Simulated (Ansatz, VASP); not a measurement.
## BN: VASP beside Ansatz

```
CELL_PARAMETERS angstrom
0.00000 1.81204 1.81204
1.81204 0.00000 1.81204
1.81204 1.81204 0.00000
ATOMIC_POSITIONS crystal
B 0.00000 0.00000 0.00000
N 0.25000 0.25000 0.25000
```

Alike in both runs: task single point; functional PBE; k mesh 10 × 10 × 10; no spin polarisation.

|  | VASP | Ansatz |
| --- | --- | --- |
| version | VASP 6.6.1 | Ansatz 0.2.0 |
| potentials or method | VASP PAW PBE potentials, release 64 (B, N), cutoff 600 eV | scalar-relativistic, plane waves, PAW |
| occupations | gaussian, width 0.01 eV | fixed |
| valence electrons in the cell | 8 | 8 |

```csv
,VASP,Ansatz,Ansatz less VASP
gap on the k mesh at the Fermi level (eV),4.45,4.46,+0.007
least direct gap on the mesh (eV),8.78,8.79,+0.005
```
